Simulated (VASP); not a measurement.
# BaZrO3 (Pm-3m) in VASP: notebook

The runs below take BaZrO3 through relaxation of cell and atoms, with LDA, PBE, r2SCAN.

All numbers are computed with VASP 6.6.1; they aren't measurements. Logs are shortened: lines on timing, memory, paths and dates and some standing lists are left out, and cuts for length are marked.

### Step 1. The cell of the first run

The structure is cubic, space group Pm-3m (No. 221). The conventional cell has a = 4.227 Å, b = 4.227 Å, c = 4.227 Å, α = 90.00°, β = 90.00°, γ = 90.00°. Ba (site symmetry m-3m) has 12 O at 2.99 Å and 8 Zr at 3.66 Å within 3.9 Å. Within 2.8 Å of Zr (site symmetry m-3m) lie 6 O at 2.11 Å. Within 2.8 Å of O (site symmetry 4/mmm) lie 2 Zr at 2.11 Å.

### Step 2. Relaxation of cell and atoms, LDA

Contents of INCAR:

```
SYSTEM = BaZrO3
PREC     = Accurate       ! precision mode
ENCUT    = 600            ! plane-wave cutoff, eV
EDIFF    = 1E-7           ! SCF threshold, eV
ISMEAR   = -1             ! smearing method
SIGMA    = 0.02           ! smearing width, eV
LREAL    = .FALSE.        ! projectors in reciprocal space
LASPH    = .TRUE.         ! aspherical terms in the spheres
NELM     = 100            ! most SCF steps
ALGO     = Normal         ! electronic algorithm
ISIF     = 3              ! what is computed and relaxed
LWAVE    = .FALSE.        ! write WAVECAR
LCHARG   = .FALSE.        ! write CHGCAR
IBRION   = 2              ! ionic algorithm
NSW      = 80             ! ionic steps
EDIFFG   = -0.005         ! ionic threshold
```

Contents of KPOINTS:

```
Automatic mesh
0
G
  6 6 6
  0 0 0
```

Contents of POSCAR:

```
BaZrO3
1.0
    4.2272580645      0.0000000000      0.0000000000
    0.0000000000      4.2272580645      0.0000000000
    0.0000000000      0.0000000000      4.2272580645
Ba Zr O
1 1 3
Direct
    0.0000000000      0.0000000000      0.0000000000
    0.5000000000      0.5000000000      0.5000000000
    0.5000000000      0.5000000000      0.0000000000
    0.5000000000      0.0000000000      0.5000000000
    0.0000000000      0.5000000000      0.5000000000
```

Potentials or basis: VASP PAW LDA potentials, release 64 (Ba_sv, Zr_sv, O).

Run with:

```bash
$ cat potpaw_LDA.64/Ba_sv/POTCAR potpaw_LDA.64/Zr_sv/POTCAR potpaw_LDA.64/O/POTCAR > POTCAR
$ mpirun -np 1 vasp_std > vasp.out
```

OUTCAR:

```text
SYSTEM = BaZrO3
   PREC = Accurate
   ENCUT = 600
   EDIFF = 1E-7
   ISMEAR = -1
   LREAL = .FALSE.
   LASPH = .TRUE.
   NELM = 100
   ISIF = 3
   IBRION = 2
   NSW = 80
   EDIFFG = -0.005

 ion  position               nearest neighbor table
   1  0.000  0.000  0.000-   3 2.99   4 2.99   5 2.99   4 2.99   5 2.99   3 2.99   5 2.99   5 2.99
                             3 2.99   4 2.99   4 2.99   3 2.99   2 3.66   2 3.66   2 3.66   2 3.66
   2  0.500  0.500  0.500-   3 2.11   4 2.11   5 2.11   3 2.11   4 2.11   5 2.11   1 3.66   1 3.66
                             1 3.66   1 3.66   1 3.66   1 3.66   1 3.66   1 3.66
   3  0.500  0.500  0.000-   2 2.11   2 2.11   1 2.99   1 2.99   1 2.99   1 2.99
   4  0.500  0.000  0.500-   2 2.11   2 2.11   1 2.99   1 2.99   1 2.99   1 2.99
   5  0.000  0.500  0.500-   2 2.11   2 2.11   1 2.99   1 2.99   1 2.99   1 2.99

  LATTYP: Found a simple cubic cell.
 ALAT       =     4.2272580645

  Lattice vectors:

 A1 = (   4.2272580645,   0.0000000000,   0.0000000000)
 A2 = (   0.0000000000,   4.2272580645,   0.0000000000)
 A3 = (   0.0000000000,   0.0000000000,   4.2272580645)

Analysis of symmetry for initial positions (statically):
=====================================================================
 Subroutine PRICEL returns:
 Original cell was already a primitive cell.

 Routine SETGRP: Setting up the symmetry group for a
 simple cubic supercell.

 Subroutine GETGRP returns: Found 48 space group operations
 (whereof 48 operations were pure point group operations)
 out of a pool of 48 trial point group operations.

The static configuration has the point symmetry O_h .

Analysis of symmetry for dynamics (positions and initial velocities):
=====================================================================
 Subroutine PRICEL returns:
 Original cell was already a primitive cell.

 Routine SETGRP: Setting up the symmetry group for a
 simple cubic supercell.

 Subroutine GETGRP returns: Found 48 space group operations
 (whereof 48 operations were pure point group operations)
 out of a pool of 48 trial point group operations.

The dynamic configuration has the point symmetry O_h .

 Subroutine INISYM returns: Found 48 space group operations
 (whereof 48 operations are pure point group operations),
 and found     1 'primitive' translations

----------------------------------------------------------------------------------------

                                     Primitive cell

  volume of cell :      75.5399

  direct lattice vectors                    reciprocal lattice vectors
     4.227258064  0.000000000  0.000000000     0.236559960  0.000000000  0.000000000
     0.000000000  4.227258064  0.000000000     0.000000000  0.236559960  0.000000000
     0.000000000  0.000000000  4.227258064     0.000000000  0.000000000  0.236559960

  length of vectors
     4.227258064  4.227258064  4.227258064     0.236559960  0.236559960  0.236559960

  position of ions in fractional coordinates (direct lattice)
     0.000000000  0.000000000  0.000000000
     0.500000000  0.500000000  0.500000000
     0.500000000  0.500000000  0.000000000
     0.500000000  0.000000000  0.500000000
     0.000000000  0.500000000  0.500000000

  ion indices of the primitive-cell ions
   primitive index   ion index
                 1           1
                 2           2
                 3           3
                 4           4
                 5           5

----------------------------------------------------------------------------------------

 KPOINTS: Automatic mesh

Automatic generation of k-mesh.
 Grid dimensions read from file:
 generate k-points for:    6    6    6

 Generating k-lattice:

  Cartesian coordinates                     Fractional coordinates (reciprocal lattice)
     0.039426660  0.000000000  0.000000000     0.166666667  0.000000000  0.000000000
     0.000000000  0.039426660  0.000000000     0.000000000  0.166666667  0.000000000
     0.000000000  0.000000000  0.039426660     0.000000000  0.000000000  0.166666667

  Length of vectors
     0.039426660  0.039426660  0.039426660

  Shift w.r.t. Gamma in fractional coordinates (k-lattice)
     0.000000000  0.000000000  0.000000000

 Subroutine IBZKPT returns following result:
 ===========================================

 Found     20 irreducible k-points:

 Following reciprocal coordinates:
            Coordinates               Weight
  0.000000  0.000000  0.000000      1.000000
  0.166667  0.000000  0.000000      6.000000
  0.333333  0.000000  0.000000      6.000000
  0.500000  0.000000  0.000000      3.000000
  0.166667  0.166667  0.000000     12.000000
  0.333333  0.166667  0.000000     24.000000
[... 12 lines left out ...]
  0.500000  0.500000  0.333333      6.000000
  0.500000  0.500000  0.500000      1.000000
   k-points           NKPTS =     20   k-points in BZ     NKDIM =     20   number of bands    NBANDS=     24
   number of dos      NEDOS =    301   number of ions     NIONS =      5
   total plane-waves  NPLWV =  46656
   dimension x,y,z NGX =    36 NGY =   36 NGZ =   36
   dimension x,y,z NGXF=    72 NGYF=   72 NGZF=   72
   ions per type =               1   1   3
   NGX,Y,Z   is equivalent  to a cutoff of  14.16, 14.16, 14.16 a.u.
   NGXF,Y,Z  is equivalent  to a cutoff of  28.32, 28.32, 28.32 a.u.
 SYSTEM =  BaZrO3
   PREC   = accura    normal or accurate (medium, high low for compatibility)
   ISTART =      0    job   : 0-new  1-cont  2-samecut
   ICHARG =      2    charge: 1-file 2-atom 10-const
   ISPIN  =      1    spin polarized calculation?
   LNONCOLLINEAR =      F non collinear calculations
   LSORBIT =      F    spin-orbit coupling
   LASPH  =      T    aspherical Exc in radial PAW
   ENCUT  =  600.0 eV  44.10 Ry    6.64 a.u.   8.44  8.44  8.44*2*pi/ulx,y,z
   NELM   =    100;   NELMIN=  2; NELMDL= -5     # of ELM steps
   EDIFF  = 0.1E-06   stopping-criterion for ELM
   LREAL  =      F    real-space projection
   EDIFFG = -.5E-02   stopping-criterion for IOM
   NSW    =     80    number of steps for IOM
   IBRION =      2    ionic relax: 0-MD 1-quasi-New 2-CG
   NFREE  =      1    steps in history (QN), initial steepest desc. (CG)
   ISIF   =      3    stress and relaxation
   ISYM   =      2    0-nonsym 1-usesym 2-fastsym
   POTIM  = 0.5000    time-step for ionic-motion
   TEBEG  =    0.0;   TEEND  =   0.0 temperature during run
   PSTRESS=    0.0 pullay stress
   NELECT =      40.0000    total number of electrons
   NUPDOWN=      -1.0000    fix difference up-down
   EMIN   =  10.00;   EMAX   =-10.00  energy-range for DOS
   EFERMI =   0.00;   METHOD = LEGACY
   ISMEAR =    -1;   SIGMA  =   0.02  broadening in eV -4-tet -1-fermi 0-gaus
   EFERMI_NEDOS =   21; number of points for ismear=-14 and -15
   IALGO  =     38    algorithm
   IMIX   =      4    mixing-type and parameters
     AMIX     =   0.40;   BMIX     =  1.00
     AMIX_MAG =   1.60;   BMIX_MAG =  1.00
  volume/ion in A,a.u.               =      15.11       101.95
  Fermi-wavevector in a.u.,A,eV,Ry     =   1.324452  2.502850 23.866957  1.754172
  Thomas-Fermi vector in A             =   2.453985
   LORBIT       =      0    0 simple, 1 ext, 2 COOP (PROOUT), +10 PAW based schemes
   GGA     = CA    functional components
   LHFCALC =     F    Hartree Fock is set to
   AEXX    =    0.0000 exact exchange contribution
   IVDW    =     0    specifies the selected vdW correction
   LEPSILON=     F    determine dielectric tensor
   LRPA    =     F    only Hartree local field effects (RPA)
 conjugate gradient relaxation of ions
 non-spin polarized calculation
  energy-cutoff  :      600.00
  volume of cell :       75.54
 maximum number of plane-waves:      2560
 NGX is ok and might be reduce to    36
   NGX = 17   NGY = 17   NGZ = 17

--------------------------------------- Ionic step        1  -------------------------------------------

 number of electron      40.0000022 magnetization

 Free energy of the ion-electron system (eV)
  ---------------------------------------------------
  ext. energy  EPLUGINS =         0.00000000
  ---------------------------------------------------
  free energy    TOTEN  =       -45.66244596 eV

  energy without entropy =      -45.66244596  energy(sigma->0) =      -45.66244596

------------------------ aborting loop because EDIFF is reached ----------------------------------------

  FORCE on cell =-STRESS in cart. coord.  units (eV):
  Direction    XX          YY          ZZ          XY          YZ          ZX
  --------------------------------------------------------------------------------------
  -------------------------------------------------------------------------------------
  Total       -3.6712653     -3.6712653     -3.6712653      0.0000000      0.0000000     -0.0000000
  in kB      -77.8663941    -77.8663941    -77.8663941      0.0000000      0.0000000     -0.0000000
  external PRESSURE =     -77.8663941 kB  Pullay stress =       0.0000000 kB
[... 141 lines left out ...]
  energy  without entropy=      -45.7558306546  energy(sigma->0) =      -45.75583065

--------------------------------------- Ionic step        5  -------------------------------------------

 number of electron      39.9999994 magnetization

 Free energy of the ion-electron system (eV)
  ---------------------------------------------------
  ext. energy  EPLUGINS =         0.00000000
  ---------------------------------------------------
  free energy    TOTEN  =       -45.75583208 eV

  energy without entropy =      -45.75583208  energy(sigma->0) =      -45.75583208

 E-fermi :   4.2290     XC(G=0): -11.3559

 val. band max:        3.6436836956   @ k =   0.5000   0.5000   0.5000
 cond. band min:       6.7624309812   @ k =   0.0000   0.0000   0.0000
 fundamental gap:      3.1187472856
 Fermi energy:         4.2289755980

 k-point     1 :       0.0000    0.0000    0.0000
  band No.  band energies     occupation
      1     -42.8701      2.00000
      2     -21.4197      2.00000
      3     -21.2432      2.00000
      4     -21.2432      2.00000
      5     -21.2432      2.00000
      6     -12.4531      2.00000
[... 561 lines left out ...]
  FREE ENERGIE OF THE ION-ELECTRON SYSTEM (eV)
  ---------------------------------------------------
  free  energy   TOTEN  =       -45.7558320845 eV

  energy  without entropy=      -45.7558320845  energy(sigma->0) =      -45.75583208

 reached required accuracy - stopping structural energy minimisation
```

It took 70 s on 1 thread of Intel Xeon 6975P-C (Granite Rapids), shared host; peak memory 0.21 GiB.

Results:

```yaml
Free_energy: -45.7558 eV
Relaxed_volume: 14.38 Å³/atom
Relaxed_cell: a = 4.158 Å, b = 4.158 Å, c = 4.158 Å, α = 90.00°, β = 90.00°, γ = 90.00°
Space_group_after_relaxing_to_0.05_Å: Pm-3m (No. 221)
Energy_gained_by_relaxing: 18.7 meV/atom
Ionic_steps: 5
Pressure_after_relaxing: -0.1 GPa
Band_gap_on_the_k_mesh: 3.12 eV, indirect (least direct gap 3.31 eV)
```

The path:
```tsv
step	energy change (eV)	largest force (eV/Å)	pressure (GPa)	volume (Å³)
1	0.0000	0.0000	-7.79	75.54
2	0.0465	0.0000	11.61	67.79
3	-0.0934	0.0000	-0.11	71.91
4	-0.0934	0.0000	0.06	71.84
5	-0.0934	0.0000	-0.05	71.89
```

Final structure:
```
Ba Zr O
1.0
     4.15804    0.00000    0.00000
     0.00000    4.15804    0.00000
     0.00000    0.00000    4.15804
Ba Zr O
1 1 3
Direct
  0.00000 0.00000 0.00000
  0.50000 0.50000 0.50000
  0.50000 0.50000 0.00000
  0.50000 0.00000 0.50000
  0.00000 0.50000 0.50000
```

Caveat: spin-orbit coupling is left out, which moves the levels of the heavy elements.

### Step 3. Relaxation of cell and atoms, PBE

This run uses another cell than the first one, of 19.58 Å³/atom, 1.296 times its volume.

Contents of INCAR:

```
SYSTEM = BaZrO3
PREC = Accurate ; ENCUT = 600
EDIFF = 1E-6 ; ISMEAR = -1
SIGMA = 0.02 ; LREAL = .FALSE.
LASPH = .TRUE. ; NELM = 60
ALGO = Normal ; ISIF = 3
LWAVE = .FALSE. ; LCHARG = .FALSE.
GGA = PE ; IBRION = 2
NSW = 80 ; EDIFFG = -0.005
```

KPOINTS is that of step 2.

Edit POSCAR of step 2 so:

```diff
@@ -2,5 +2,5 @@
 1.0
-    4.2272580645      0.0000000000      0.0000000000
-    0.0000000000      4.2272580645      0.0000000000
-    0.0000000000      0.0000000000      4.2272580645
+    4.6084835800      0.0000000000      0.0000000000
+    0.0000000000      4.6084835800      0.0000000000
+    0.0000000000      0.0000000000      4.6084835800
 Ba Zr O
```

Potentials or basis: VASP PAW PBE potentials, release 64 (Ba_sv, Zr_sv, O).

Run with:

```bash
$ cat potpaw_PBE.64/Ba_sv/POTCAR potpaw_PBE.64/Zr_sv/POTCAR potpaw_PBE.64/O/POTCAR > POTCAR
$ mpirun -np 1 vasp_std > vasp.out
```

It used 610 s of CPU time on 1 thread of AMD EPYC 7R13 Processor (Zen 3), with other jobs on the host.

The run converged. Its results:

| Property | Result |
| --- | --- |
| Free energy | -41.7695 eV |
| Relaxed volume | 15.19 Å³/atom |
| Relaxed cell | a = 4.235 Å, b = 4.235 Å, c = 4.235 Å, α = 90.00°, β = 90.00°, γ = 90.00° |
| Space group after relaxing (to 0.05 Å) | Pm-3m (No. 221) |
| Energy gained by relaxing | 373.5 meV/atom |
| Ionic steps | 5 |
| Pressure after relaxing | 0.0 GPa |
| Band gap on the k mesh | 3.12 eV, indirect (least direct gap 3.38 eV) |

The path:
```
step  energy change (eV)  largest force (eV/Å)  pressure (GPa)  volume (Å³)
   1              0.0000                0.0000          -21.59        97.88
   2             -0.9019                0.0000           32.75        65.07
   3             -1.8668                0.0000           -0.71        76.30
   4             -1.8676                0.0000            0.07        75.90
   5             -1.8676                0.0000           -0.04        75.97
```

Final structure:
```
CELL_PARAMETERS angstrom
4.23526 0.00000 0.00000
0.00000 4.23526 0.00000
0.00000 0.00000 4.23526
ATOMIC_POSITIONS crystal
Ba 0.00000 0.00000 0.00000
Zr 0.50000 0.50000 0.50000
O 0.50000 0.50000 0.00000
O 0.50000 0.00000 0.50000
O 0.00000 0.50000 0.50000
```

Levels at points of the mesh, in eV from the valence-band top:
```
           k point  band 17  band 18  band 19  band 20  band 21  band 22  band 23  band 24
(0.00, 0.00, 0.00)    -0.94    -0.26    -0.26    -0.26     3.12     3.12     3.12     4.62
(0.50, 0.00, 0.00)    -1.69    -1.60    -0.50    -0.50     3.54     5.51     5.51     6.32
(0.50, 0.50, 0.00)    -0.93    -0.93    -0.86    -0.07     5.48     5.48     6.27     6.31
(0.50, 0.50, 0.50)    -2.52     0.00     0.00     0.00     5.86     5.86     5.86     6.73
```

Caveat: the volume moved by over 15 % at a fixed basis, so the end points are rough; spin-orbit coupling is left out, which moves the levels of the heavy elements. A k mesh can miss the band edges.

### Step 4. Relaxation of cell and atoms, r2SCAN

Edit POSCAR of step 3 so:

```diff
@@ -2,5 +2,5 @@
 1.0
-    4.6084835800      0.0000000000      0.0000000000
-    0.0000000000      4.6084835800      0.0000000000
-    0.0000000000      0.0000000000      4.6084835800
+    4.2272580645      0.0000000000      0.0000000000
+    0.0000000000      4.2272580645      0.0000000000
+    0.0000000000      0.0000000000      4.2272580645
 Ba Zr O
```

Contents of INCAR.step1:

```
ALGO = Normal ; EDIFF = 1E-4
ENCUT = 600 ; GGA = PE
ISMEAR = -1 ; LASPH = T
LCHARG = F ; LREAL = F
LWAVE = T ; NELM = 100
PREC = Accurate ; SIGMA = 0.02
```

Contents of INCAR.step2:

```
ALGO = Normal ; EDIFF = 1E-6
EDIFFG = -0.005 ; ENCUT = 600
IBRION = 2 ; ISIF = 3
ISMEAR = -1 ; ISTART = 1
LASPH = T ; LCHARG = F
LMIXTAU = T ; LREAL = F
LWAVE = F ; METAGGA = R2SCAN
NELM = 100 ; NSW = 80
PREC = Accurate ; SIGMA = 0.02
```

Contents of KPOINTS:

```
k-points
0
Gamma
  6 6 6
```

Run with:

```bash
$ cat potpaw_PBE.64/Ba_sv/POTCAR potpaw_PBE.64/Zr_sv/POTCAR potpaw_PBE.64/O/POTCAR > POTCAR
$ cp INCAR.step1 INCAR
$ mpirun -np 1 vasp_std > vasp.out
$ cp INCAR.step2 INCAR
$ mpirun -np 1 vasp_std > vasp.out
```

It took 7.4 min on 1 thread of Oxide Virtual Turin-like, shared host; peak memory 0.23 GiB.

Results (log left out):

```
Free energy                            : -85.1167 eV
Relaxed volume                         : 14.95 Å³/atom
Relaxed cell                           : a = 4.213 Å, b = 4.213 Å, c = 4.213 Å, α = 90.00°, β = 90.00°, γ = 90.00°
Space group after relaxing (to 0.05 Å) : Pm-3m (No. 221)
Energy gained by relaxing              : 0.8 meV/atom
Ionic steps                            : 3
Pressure after relaxing                : 0.0 GPa
Band gap on the k mesh                 : 3.67 eV, indirect (least direct gap 3.93 eV)
```

Step by step:
| step | energy change (eV) | largest force (eV/Å) | pressure (GPa) | volume (Å³) |
| --- | --- | --- | --- | --- |
| 1 | 0.0000 | 0.0000 | -1.67 | 75.54 |
| 2 | 0.0016 | 0.0000 | 1.97 | 73.83 |
| 3 | -0.0042 | 0.0000 | 0.00 | 74.76 |

Final structure:
```
Ba Zr O
1.0
     4.21267    0.00000    0.00000
     0.00000    4.21267    0.00000
     0.00000    0.00000    4.21267
Ba Zr O
1 1 3
Direct
  0.00000 0.00000 0.00000
  0.50000 0.50000 0.50000
  0.50000 0.50000 0.00000
  0.50000 0.00000 0.50000
  0.00000 0.50000 0.50000
```

Levels at points of the mesh, in eV from the valence-band top:
```
           k point  band 17  band 18  band 19  band 20  band 21  band 22  band 23  band 24
(0.00, 0.00, 0.00)    -0.99    -0.26    -0.26    -0.26     3.67     3.67     3.67     5.15
(0.50, 0.00, 0.00)    -1.71    -1.65    -0.50    -0.50     4.09     6.12     6.12     6.91
(0.50, 0.50, 0.00)    -0.94    -0.94    -0.86    -0.07     6.09     6.09     6.90     7.05
(0.50, 0.50, 0.50)    -2.55     0.00     0.00     0.00     6.56     6.56     6.56     7.41
```

Caveat: the PAW data sets were made with another functional, which shifts forces and pressure a little; spin-orbit coupling is left out, which moves the levels of the heavy elements. A k mesh can miss the band edges.

### Step 5. Summary

```tsv
level	potentials or basis	cell	gap on the mesh (eV)	pressure (GPa)	relaxed volume (Å³/atom)
LDA	VASP PAW LDA potentials, release 64 (Ba_sv, Zr_sv, O)	relaxed from a = 4.227 Å, 5 atoms	3.12	-0.1	14.38
PBE	VASP PAW PBE potentials, release 64 (Ba_sv, Zr_sv, O)	relaxed from a = 4.608 Å, 5 atoms	3.12	0.0	15.19
r2SCAN	VASP PAW PBE potentials, release 64 (Ba_sv, Zr_sv, O)	relaxed from a = 4.227 Å, 5 atoms	3.67	0.0	14.95
```

Alike in all rows: task relaxation of cell and atoms; no spin polarisation; k mesh 6 × 6 × 6; cutoff (eV) 600; smearing fermi-dirac 0.02 eV.

Caveats: spin-orbit coupling is left out, which moves the levels of the heavy elements; the volume moved by over 15 % at a fixed basis, so the end points are rough (some runs); the PAW data sets were made with another functional, which shifts forces and pressure a little (some runs).

Total energies depend on the potentials used, so only differences within one code and one set of settings carry meaning.
